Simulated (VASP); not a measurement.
# PbSe (Pm-3m) in VASP: notebook

PbSe is run at these levels: PBEsol; tasks: single point.

All numbers are computed with VASP 6.6.1; they aren't measurements. Logs are shortened: lines on timing, memory, paths and dates and some standing lists are left out, and cuts for length are marked.

### Step 1. The cell of the first run

Symmetry: Pm-3m, No. 221, cubic system. Conventional cell: a = 3.733 Å, b = 3.733 Å, c = 3.733 Å, α = 90.00°, β = 90.00°, γ = 90.00°. Pb (site symmetry m-3m) has 8 Se at 3.23 Å and 6 Pb at 3.73 Å within 4.3 Å. Se (site symmetry m-3m) has 8 Pb at 3.23 Å and 6 Se at 3.73 Å within 4.3 Å.

### Step 2. Single point, PBEsol

Contents of INCAR:

```
ALGO = Normal
EDIFF = 1E-6
ENCUT = 500
GGA = PS
GGA_COMPAT = F
ISIF = 2
ISMEAR = 0
LASPH = T
LCHARG = F
LREAL = F
LWAVE = F
NBANDS = 17
NELM = 120
PREC = Accurate
SIGMA = 0.01
```

Contents of KPOINTS:

```
k-points
0
Gamma
  5 5 5
```

Contents of POSCAR:

```
PbSe
1.0
    3.7331762438      0.0000000000      0.0000000000
    0.0000000000      3.7331762438      0.0000000000
    0.0000000000      0.0000000000      3.7331762438
Pb Se
1 1
Direct
    0.0000000000      0.0000000000      0.0000000000
    0.5000000000      0.5000000000      0.5000000000
```

Potentials or basis: VASP PAW PBE potentials, release 64 (Pb_d, Se).

Started as:

```sh
$ cat potpaw_PBE.64/Pb_d/POTCAR potpaw_PBE.64/Se/POTCAR > POTCAR
$ mpirun -np 1 vasp_std > vasp.out
```

OUTCAR:

```text
EDIFF = 1E-6
   ENCUT = 500
   GGA = PS
   ISIF = 2
   ISMEAR = 0
   LASPH = T
   LREAL = F
   NELM = 120
   PREC = Accurate

 ion  position               nearest neighbor table
   1  0.000  0.000  0.000-   2 3.23   2 3.23   2 3.23   2 3.23   2 3.23   2 3.23   2 3.23   2 3.23

   2  0.500  0.500  0.500-   1 3.23   1 3.23   1 3.23   1 3.23   1 3.23   1 3.23   1 3.23   1 3.23

  LATTYP: Found a simple cubic cell.
 ALAT       =     3.7331762438

  Lattice vectors:

 A1 = (   3.7331762438,   0.0000000000,   0.0000000000)
 A2 = (   0.0000000000,   3.7331762438,   0.0000000000)
 A3 = (   0.0000000000,   0.0000000000,   3.7331762438)

Analysis of symmetry for initial positions (statically):
=====================================================================
 Subroutine PRICEL returns:
 Original cell was already a primitive cell.

 Routine SETGRP: Setting up the symmetry group for a
 simple cubic supercell.

 Subroutine GETGRP returns: Found 48 space group operations
 (whereof 48 operations were pure point group operations)
 out of a pool of 48 trial point group operations.

The static configuration has the point symmetry O_h .

Analysis of symmetry for dynamics (positions and initial velocities):
=====================================================================
 Subroutine PRICEL returns:
 Original cell was already a primitive cell.

 Routine SETGRP: Setting up the symmetry group for a
 simple cubic supercell.

 Subroutine GETGRP returns: Found 48 space group operations
 (whereof 48 operations were pure point group operations)
 out of a pool of 48 trial point group operations.

The dynamic configuration has the point symmetry O_h .

 Subroutine INISYM returns: Found 48 space group operations
 (whereof 48 operations are pure point group operations),
 and found     1 'primitive' translations

----------------------------------------------------------------------------------------

                                     Primitive cell

  volume of cell :      52.0278

  direct lattice vectors                    reciprocal lattice vectors
     3.733176244  0.000000000  0.000000000     0.267868414  0.000000000  0.000000000
     0.000000000  3.733176244  0.000000000     0.000000000  0.267868414  0.000000000
     0.000000000  0.000000000  3.733176244     0.000000000  0.000000000  0.267868414

  length of vectors
     3.733176244  3.733176244  3.733176244     0.267868414  0.267868414  0.267868414
[... 64 lines left out ...]
   ENCUT  =  500.0 eV  36.75 Ry    6.06 a.u.   6.81  6.81  6.81*2*pi/ulx,y,z
   NELM   =    120;   NELMIN=  2; NELMDL= -5     # of ELM steps
   EDIFF  = 0.1E-05   stopping-criterion for ELM
   LREAL  =      F    real-space projection
   EDIFFG = 0.1E-04   stopping-criterion for IOM
   NSW    =      0    number of steps for IOM
   IBRION =     -1    ionic relax: 0-MD 1-quasi-New 2-CG
   NFREE  =      0    steps in history (QN), initial steepest desc. (CG)
   ISIF   =      2    stress and relaxation
   ISYM   =      2    0-nonsym 1-usesym 2-fastsym
   POTIM  = 0.5000    time-step for ionic-motion
   TEBEG  =    0.0;   TEEND  =   0.0 temperature during run
   PSTRESS=    0.0 pullay stress
   NELECT =      20.0000    total number of electrons
   NUPDOWN=      -1.0000    fix difference up-down
   EMIN   =  10.00;   EMAX   =-10.00  energy-range for DOS
   EFERMI =   0.00;   METHOD = LEGACY
   ISMEAR =     0;   SIGMA  =   0.01  broadening in eV -4-tet -1-fermi 0-gaus
   EFERMI_NEDOS =   21; number of points for ismear=-14 and -15
   IALGO  =     38    algorithm
   IMIX   =      4    mixing-type and parameters
     AMIX     =   0.40;   BMIX     =  1.00
     AMIX_MAG =   1.60;   BMIX_MAG =  1.00
  volume/ion in A,a.u.               =      26.01       175.55
  Fermi-wavevector in a.u.,A,eV,Ry     =   1.190345  2.249427 19.278397  1.416922
  Thomas-Fermi vector in A             =   2.326432
   LORBIT       =      0    0 simple, 1 ext, 2 COOP (PROOUT), +10 PAW based schemes
   GGA     = PS    functional components
   LHFCALC =     F    Hartree Fock is set to
   AEXX    =    0.0000 exact exchange contribution
   IVDW    =     0    specifies the selected vdW correction
   LEPSILON=     F    determine dielectric tensor
   LRPA    =     F    only Hartree local field effects (RPA)
 non-spin polarized calculation
 Gauss-broadening in eV      SIGMA  =   0.01
  energy-cutoff  :      500.00
  volume of cell :       52.03
 maximum number of plane-waves:      1357
 NGX is ok and might be reduce to    28
   NGX = 13   NGY = 13   NGZ = 13

 number of electron      20.0000006 magnetization

 Free energy of the ion-electron system (eV)
  ---------------------------------------------------
  ext. energy  EPLUGINS =         0.00000000
  ---------------------------------------------------
  free energy    TOTEN  =        -8.46999614 eV

  energy without entropy =       -8.46999614  energy(sigma->0) =       -8.46999614

 E-fermi :   5.6597     XC(G=0): -10.3066

 val. band max:        5.6167357830   @ k =   0.2000   0.2000   0.2000
 cond. band min:       5.7056458742   @ k =   0.4000   0.4000   0.4000
 fundamental gap:      0.0889100912
 Fermi energy:         5.6597015366

 k-point     1 :       0.0000    0.0000    0.0000
  band No.  band energies     occupation
      1     -11.2656      2.00000
      2     -11.2656      2.00000
      3     -11.0930      2.00000
      4     -11.0930      2.00000
      5     -11.0930      2.00000
      6      -7.8112      2.00000
[... 177 lines left out ...]
      4     -11.0648      2.00000
      5     -11.0648      2.00000
      6      -5.7331      2.00000
[... 9 lines left out ...]
     16      18.3630      0.00000
     17      22.1826      0.00000

------------------------ aborting loop because EDIFF is reached ----------------------------------------

  FORCE on cell =-STRESS in cart. coord.  units (eV):
  Direction    XX          YY          ZZ          XY          YZ          ZX
  --------------------------------------------------------------------------------------
  -------------------------------------------------------------------------------------
  Total       -0.1889706     -0.1889706     -0.1889706     -0.0000000      0.0000000     -0.0000000
  in kB       -5.8192799     -5.8192799     -5.8192799     -0.0000000      0.0000000     -0.0000000
  external PRESSURE =      -5.8192799 kB  Pullay stress =       0.0000000 kB

 VOLUME and BASIS-vectors are now :
 -----------------------------------------------------------------------------
  energy-cutoff  :      500.00
  volume of cell :       52.03
      direct lattice vectors                 reciprocal lattice vectors
     3.733176244  0.000000000  0.000000000     0.267868414  0.000000000  0.000000000
     0.000000000  3.733176244  0.000000000     0.000000000  0.267868414  0.000000000
     0.000000000  0.000000000  3.733176244     0.000000000  0.000000000  0.267868414

 POSITION                                       TOTAL-FORCE (eV/Angst)
 -----------------------------------------------------------------------------------
      0.00000      0.00000      0.00000         0.000000      0.000000      0.000000
      1.86659      1.86659      1.86659         0.000000      0.000000      0.000000
 -----------------------------------------------------------------------------------
    total drift:                               -0.000000      0.000000      0.000000

  FREE ENERGIE OF THE ION-ELECTRON SYSTEM (eV)
  ---------------------------------------------------
  free  energy   TOTEN  =        -8.4699961450 eV

  energy  without entropy=       -8.4699961450  energy(sigma->0) =       -8.46999614
```

OSZICAR:

```text
N       E                     dE             d eps       ncg     rms          rms(c)
DAV:   1     0.143004744898E+03    0.14300E+03   -0.91608E+03   340   0.118E+03
DAV:   2     0.189232487005E+00   -0.14282E+03   -0.13821E+03   372   0.295E+02
DAV:   3    -0.867945656921E+01   -0.88687E+01   -0.87256E+01   426   0.778E+01
DAV:   4    -0.886689345899E+01   -0.18744E+00   -0.18737E+00   415   0.132E+01
DAV:   5    -0.887406623728E+01   -0.71728E-02   -0.71726E-02   478   0.233E+00    0.282E+00
DAV:   6    -0.848652209158E+01    0.38754E+00   -0.91830E-01   500   0.710E+00    0.159E+00
DAV:   7    -0.847216786322E+01    0.14354E-01   -0.12090E-01   431   0.175E+00    0.823E-01
DAV:   8    -0.847041822334E+01    0.17496E-02   -0.13094E-02   437   0.114E+00    0.102E-01
DAV:   9    -0.847005041145E+01    0.36781E-03   -0.37955E-03   485   0.469E-01    0.539E-02
DAV:  10    -0.846999548250E+01    0.54929E-04   -0.31937E-04   451   0.122E-01    0.148E-02
DAV:  11    -0.846999720035E+01   -0.17179E-05   -0.26948E-05   388   0.396E-02    0.802E-03
DAV:  12    -0.846999603766E+01    0.11627E-05   -0.51404E-06   437   0.255E-02    0.218E-03
DAV:  13    -0.846999614496E+01   -0.10730E-06   -0.38951E-07   209   0.733E-03
   1 F= -.84699961E+01 E0= -.84699961E+01  d E =-.396101E-11
```

It took 22 s on 1 thread of AMD EPYC 7R13, shared host; peak memory 0.12 GiB.

What came out:

| Item | Value |
| --- | --- |
| Free energy | -8.4700 eV |
| Pressure | -0.6 GPa |
| Band gap on the k mesh | 0.09 eV, indirect (least direct gap 1.47 eV) |

Levels at points of the mesh, in eV from the valence-band top:
| k point | band 8 | band 9 | band 10 | band 11 | band 12 | band 13 |
| --- | --- | --- | --- | --- | --- | --- |
| (0.00, 0.00, 0.00) | -1.54 | -1.54 | -1.54 | 5.03 | 5.03 | 6.34 |

Caveat: the PAW data sets were made with another functional, which shifts forces and pressure a little; spin-orbit coupling is left out, which moves the levels of the heavy elements. A k mesh can miss the band edges.

### Step 3. Single point, PBEsol

This run uses another cell than the first one, of 27.10 Å³/atom, 1.042 times its volume.

Contents of INCAR:

```
ALGO     = Normal         # electronic algorithm
EDIFF    = 1E-6           # SCF threshold, eV
ENCUT    = 500            # plane-wave cutoff, eV
GGA      = PS             # functional
GGA_COMPAT= False        
ISIF     = 2              # what is computed and relaxed
ISMEAR   = 0              # smearing method
LASPH    = True           # aspherical terms in the spheres
LCHARG   = False          # write CHGCAR
LREAL    = False          # projectors in reciprocal space
LWAVE    = False          # write WAVECAR
NBANDS   = 17             # bands
NELM     = 120            # most SCF steps
PREC     = Accurate       # precision mode
SIGMA    = 0.01           # smearing width, eV
```

KPOINTS is that of step 2.

Contents of POSCAR:

```
PbSe
1.0
    3.7843220000      0.0000000000      0.0000000000
    0.0000000000      3.7843220000      0.0000000000
    0.0000000000      0.0000000000      3.7843220000
Pb Se
1 1
Direct
    0.0000000000      0.0000000000      0.0000000000
    0.5000000000      0.5000000000      0.5000000000
```

Potentials or basis: VASP PAW PBE potentials, release 64 (Pb_d, Se).

Started as:

```sh
$ cat potpaw_PBE.64/Pb_d/POTCAR potpaw_PBE.64/Se/POTCAR > POTCAR
$ mpirun -np 1 vasp_std > vasp.out
```

It took 21 s on 1 thread of AMD EPYC 7R13, shared host; peak memory 0.13 GiB.

The run converged. Its results:

```
Free energy            : -8.4479 eV
Pressure               : -2.7 GPa
Band gap on the k mesh : 0.15 eV, indirect (least direct gap 1.33 eV)
```

Levels at points of the mesh, in eV from the valence-band top:
```csv
k point,band 6,band 7,band 8,band 9,band 10,band 11,band 12,band 13,band 14,band 15
"(0.00, 0.00, 0.00)",-13.17,-7.08,-1.45,-1.45,-1.45,5.06,5.06,6.04,6.04,6.04
```

Caveat: the PAW data sets were made with another functional, which shifts forces and pressure a little; spin-orbit coupling is left out, which moves the levels of the heavy elements. A k mesh can miss the band edges.

(Part 1 of 2 ends here.)
